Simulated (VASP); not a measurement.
# Ba (Im-3m) in VASP: further runs

The runs below take Ba through single point, with LDA, PBEsol, PBE.

Everything below comes from runs of VASP 6.6.1. Logs are shortened: lines on timing, memory, paths and dates and some standing lists are left out, and cuts for length are marked.

### 1 The cell of the first run

It takes space group Im-3m (No. 229, cubic). The conventional cell has a = 4.756 Å, b = 4.756 Å, c = 4.756 Å, α = 90.00°, β = 90.00°, γ = 90.00°. Ba (site symmetry m-3m) has 14 Ba at 4.12 to 4.76 Å within 5.4 Å.

### 2 Single point, LDA

INCAR

```
PREC = Accurate
ENCUT = 500
EDIFF = 1E-6
ISMEAR = 1
SIGMA = 0.1
LREAL = F
LASPH = T
NELM = 120
ALGO = Normal
ISIF = 2
LWAVE = F
LCHARG = F
GGA = CA
NBANDS = 11
GGA_COMPAT = F
```

KPOINTS

```
regular mesh
0
Gamma
  15 15 15
```

POSCAR

```
Ba
1.0
   -2.3779989434      2.3779989434      2.3779989434
    2.3779989434     -2.3779989434      2.3779989434
    2.3779989434      2.3779989434     -2.3779989434
Ba
1
Direct
    0.0000000000      0.0000000000      0.0000000000
```

Potentials or basis: VASP PAW LDA potentials, release 64 (Ba_sv).

On the command line:

```sh
> cat potpaw_LDA.64/Ba_sv/POTCAR > POTCAR
> mpirun -np 1 vasp_std > vasp.out
```

OUTCAR:

```text
PREC = Accurate
   ENCUT = 500
   EDIFF = 1E-6
   ISMEAR = 1
   LREAL = F
   LASPH = T
   NELM = 120
   ISIF = 2
   GGA = CA

 ion  position               nearest neighbor table
   1  0.000  0.000  0.000-

  LATTYP: Found a body centered cubic cell.
 ALAT       =     4.7559978868

  Lattice vectors:

 A1 = (  -2.3779989434,   2.3779989434,   2.3779989434)
 A2 = (   2.3779989434,  -2.3779989434,   2.3779989434)
 A3 = (   2.3779989434,   2.3779989434,  -2.3779989434)

Analysis of symmetry for initial positions (statically):
=====================================================================
 Subroutine PRICEL returns:
 Original cell was already a primitive cell.

 Routine SETGRP: Setting up the symmetry group for a
 body centered cubic supercell.

 Subroutine GETGRP returns: Found 48 space group operations
 (whereof 48 operations were pure point group operations)
 out of a pool of 48 trial point group operations.

The static configuration has the point symmetry O_h .

Analysis of symmetry for dynamics (positions and initial velocities):
=====================================================================
 Subroutine PRICEL returns:
 Original cell was already a primitive cell.

 Routine SETGRP: Setting up the symmetry group for a
 body centered cubic supercell.

 Subroutine GETGRP returns: Found 48 space group operations
 (whereof 48 operations were pure point group operations)
 out of a pool of 48 trial point group operations.

The dynamic configuration has the point symmetry O_h .

 Subroutine INISYM returns: Found 48 space group operations
 (whereof 48 operations are pure point group operations),
 and found     1 'primitive' translations

----------------------------------------------------------------------------------------

                                     Primitive cell

  volume of cell :      53.7892

  direct lattice vectors                    reciprocal lattice vectors
    -2.377998943  2.377998943  2.377998943     0.000000000  0.210260817  0.210260817
     2.377998943 -2.377998943  2.377998943     0.210260817  0.000000000  0.210260817
     2.377998943  2.377998943 -2.377998943     0.210260817  0.210260817  0.000000000

  length of vectors
     4.118814990  4.118814990  4.118814990     0.297353699  0.297353699  0.297353699

  position of ions in fractional coordinates (direct lattice)
     0.000000000  0.000000000  0.000000000

[... 81 lines left out ...]
   ISIF   =      2    stress and relaxation
   ISYM   =      2    0-nonsym 1-usesym 2-fastsym
   POTIM  = 0.5000    time-step for ionic-motion
   TEBEG  =    0.0;   TEEND  =   0.0 temperature during run
   PSTRESS=    0.0 pullay stress
   NELECT =      10.0000    total number of electrons
   NUPDOWN=      -1.0000    fix difference up-down
   EMIN   =  10.00;   EMAX   =-10.00  energy-range for DOS
   EFERMI =   0.00;   METHOD = LEGACY
   ISMEAR =     1;   SIGMA  =   0.10  broadening in eV -4-tet -1-fermi 0-gaus
   EFERMI_NEDOS =   21; number of points for ismear=-14 and -15
   IALGO  =     38    algorithm
   IMIX   =      4    mixing-type and parameters
     AMIX     =   0.40;   BMIX     =  1.00
     AMIX_MAG =   1.60;   BMIX_MAG =  1.00
  volume/ion in A,a.u.               =      53.79       362.99
  Fermi-wavevector in a.u.,A,eV,Ry     =   0.934351  1.765667 11.878035  0.873011
  Thomas-Fermi vector in A             =   2.061146
   LORBIT       =      0    0 simple, 1 ext, 2 COOP (PROOUT), +10 PAW based schemes
   GGA     = CA    functional components
   LHFCALC =     F    Hartree Fock is set to
   AEXX    =    0.0000 exact exchange contribution
   IVDW    =     0    specifies the selected vdW correction
   LEPSILON=     F    determine dielectric tensor
   LRPA    =     F    only Hartree local field effects (RPA)
 non-spin polarized calculation
 Methfessel and Paxton  Order N= 1 SIGMA  =   0.10
  energy-cutoff  :      500.00
  volume of cell :       53.79
 maximum number of plane-waves:      1409
 NGX is ok and might be reduce to    30
   NGX = 15   NGY = 15   NGZ = 15

 number of electron      10.0000002 magnetization

 Free energy of the ion-electron system (eV)
  ---------------------------------------------------
  ext. energy  EPLUGINS =         0.00000000
  ---------------------------------------------------
  free energy    TOTEN  =        -2.25072187 eV

  energy without entropy =       -2.25170256  energy(sigma->0) =       -2.25104877

 E-fermi :   1.9664     XC(G=0):  -8.1474

 val. band max:        1.9586076518   @ k =   0.2667   0.2667   0.0667
 cond. band min:       2.0063645304   @ k =  -0.4000  -0.4000   0.2000
 fundamental gap:      0.0477568786
 Fermi energy:         1.9663894269

 k-point     1 :       0.0000    0.0000    0.0000
  band No.  band energies     occupation
      1     -26.5990      2.00000
      2     -11.4369      2.00000
      3     -11.4369      2.00000
      4     -11.4369      2.00000
      5      -0.8260      2.00000
      6       3.9087     -0.00000
      7       3.9087     -0.00000
      8       3.9087     -0.00000
      9       5.6004      0.00000
     10       5.6004      0.00000
     11       9.4173      0.00000
[... 309 lines left out ...]
 k-point    24 :       0.4000    0.2000    0.0000
  band No.  band energies     occupation
      1     -26.5052      2.00000
      2     -12.1127      2.00000
      3     -11.7934      2.00000
      4     -11.5172      2.00000
      5       1.5705      2.00000
      6       2.6122     -0.00000
      7       3.2154     -0.00000
      8       5.4427      0.00000
      9       6.3386      0.00000
     10       8.2969      0.00000
     11       8.6837      0.00000

 [... further k-points ...]

------------------------ aborting loop because EDIFF is reached ----------------------------------------

  FORCE on cell =-STRESS in cart. coord.  units (eV):
  Direction    XX          YY          ZZ          XY          YZ          ZX
  --------------------------------------------------------------------------------------
  -------------------------------------------------------------------------------------
  Total        0.0230550      0.0230550      0.0230550     -0.0000000     -0.0000000      0.0000000
  in kB        0.6867211      0.6867211      0.6867211     -0.0000000     -0.0000000      0.0000000
  external PRESSURE =       0.6867211 kB  Pullay stress =       0.0000000 kB

 VOLUME and BASIS-vectors are now :
 -----------------------------------------------------------------------------
  energy-cutoff  :      500.00
  volume of cell :       53.79
      direct lattice vectors                 reciprocal lattice vectors
    -2.377998943  2.377998943  2.377998943     0.000000000  0.210260817  0.210260817
     2.377998943 -2.377998943  2.377998943     0.210260817  0.000000000  0.210260817
     2.377998943  2.377998943 -2.377998943     0.210260817  0.210260817  0.000000000

 POSITION                                       TOTAL-FORCE (eV/Angst)
 -----------------------------------------------------------------------------------
      0.00000      0.00000      0.00000        -0.000000     -0.000000     -0.000000
 -----------------------------------------------------------------------------------
    total drift:                                0.000000     -0.000000      0.000000

  FREE ENERGIE OF THE ION-ELECTRON SYSTEM (eV)
  ---------------------------------------------------
  free  energy   TOTEN  =        -2.2507218735 eV

  energy  without entropy=       -2.2517025557  energy(sigma->0) =       -2.25104877
```

Wall time 20 s (1 thread of Intel Xeon 6975P-C (Granite Rapids), shared host); peak memory 0.19 GiB.

Results:

```yaml
Free_energy: -2.2507 eV
Pressure: 0.1 GPa
Band_gap_on_the_k_mesh: zero (bands 5 and 6 overlap by 1.26 eV)
```

Caveat: spin-orbit coupling is left out, which moves the levels of the heavy elements.

### 3 Single point, PBEsol

This run uses another cell than the first one, of 58.10 Å³/atom.

INCAR

```
ALGO     = Normal         # electronic algorithm
EDIFF    = 1E-6           # SCF threshold, eV
ENCUT    = 500            # plane-wave cutoff, eV
GGA      = PS             # functional
GGA_COMPAT= False        
ISIF     = 2              # what is computed and relaxed
ISMEAR   = 1              # smearing method
LASPH    = True           # aspherical terms in the spheres
LCHARG   = False          # write CHGCAR
LREAL    = False          # projectors in reciprocal space
LWAVE    = False          # write WAVECAR
NBANDS   = 11             # bands
NELM     = 120            # most SCF steps
PREC     = Accurate       # precision mode
SIGMA    = 0.1            # smearing width, eV
```

KPOINTS

```
k-points
0
Gamma
  15 15 15
```

POSCAR

```
Ba
1.0
   -2.4399092819      2.4399092819      2.4399092819
    2.4399092819     -2.4399092819      2.4399092819
    2.4399092819      2.4399092819     -2.4399092819
Ba
1
Direct
    0.0000000000      0.0000000000      0.0000000000
```

Potentials or basis: VASP PAW PBE potentials, release 64 (Ba_sv).

On the command line:

```sh
> cat potpaw_PBE.64/Ba_sv/POTCAR > POTCAR
> mpirun -np 1 vasp_std > vasp.out
```

Run time: 16 s. Hardware: 1 thread of Intel Xeon 6975P-C (Granite Rapids), shared host; peak memory 0.22 GiB.

It converged, with:

| Quantity | Value |
| --- | --- |
| Free energy | -2.1495 eV |
| Pressure | 0.1 GPa |
| Band gap on the k mesh | zero (bands 5 and 6 overlap by 1.09 eV) |

Levels at points of the mesh, in eV from the Fermi level:
| k point | band 3 | band 4 | band 5 | band 6 | band 7 | band 8 |
| --- | --- | --- | --- | --- | --- | --- |
| (0.00, 0.00, 0.00) | -13.59 | -13.59 | -2.79 | 1.91 | 1.91 | 1.91 |

Caveat: the PAW data sets were made with another functional, which shifts forces and pressure a little; spin-orbit coupling is left out, which moves the levels of the heavy elements.

### 4 Single point, PBE

This run uses another cell than the first one, of 63.25 Å³/atom.

INCAR

```
SYSTEM = Ba
  PREC = Accurate
  ENCUT = 500
  EDIFF = 1E-6
  ISMEAR = 1
  SIGMA = 0.1
  LREAL = .FALSE.
  LASPH = .TRUE.
  NELM = 120
  ALGO = Normal
  ISIF = 2
  LWAVE = .FALSE.
  LCHARG = .FALSE.
  GGA = PE
  NBANDS = 11
  GGA_COMPAT = .FALSE.
```

KPOINTS

```
Automatic mesh
0
G
  15 15 15
  0 0 0
```

POSCAR

```
Ba
1.0
   -2.5100000000      2.5100000000      2.5100000000
    2.5100000000     -2.5100000000      2.5100000000
    2.5100000000      2.5100000000     -2.5100000000
Ba
1
Direct
    0.0000000000      0.0000000000      0.0000000000
```

On the command line:

```sh
> cat potpaw_PBE.64/Ba_sv/POTCAR > POTCAR
> mpirun -np 1 vasp_std > vasp.out
```

Run time: 19 s. Hardware: 1 thread of Intel Xeon 6975P-C (Granite Rapids), shared host; peak memory 0.22 GiB.

The run converged. Its results:

* Free energy: -1.9082 eV
* Pressure: 0.0 GPa
* Band gap on the k mesh: zero (bands 5 and 6 overlap by 0.93 eV)

Levels at points of the mesh, in eV from the Fermi level:
```
           k point  band 2  band 3  band 4  band 5  band 6  band 7  band 8  band 9
(0.00, 0.00, 0.00)  -13.84  -13.84  -13.84   -2.74    1.83    1.83    1.83    3.23
```

Caveat: spin-orbit coupling is left out, which moves the levels of the heavy elements.

### 5 Overview

| level | potentials or basis | cell | gap on the mesh (eV) | pressure (GPa) |
| --- | --- | --- | --- | --- |
| LDA | VASP PAW LDA potentials, release 64 (Ba_sv) | a = 4.119 Å, angles 109.5°, 1 atom | none | 0.1 |
| PBEsol | VASP PAW PBE potentials, release 64 (Ba_sv) | a = 4.226 Å, angles 109.5°, 1 atom | none | 0.1 |
| PBE | VASP PAW PBE potentials, release 64 (Ba_sv) | a = 4.347 Å, angles 109.5°, 1 atom | none | 0.0 |

Alike in all rows: task single point; no spin polarisation; k mesh 15 × 15 × 15; cutoff (eV) 500; smearing methfessel-paxton 0.1 eV.

Caveats: spin-orbit coupling is left out, which moves the levels of the heavy elements; the PAW data sets were made with another functional, which shifts forces and pressure a little (at least some runs).

Absolute energies hang on the potentials; compare differences alone.
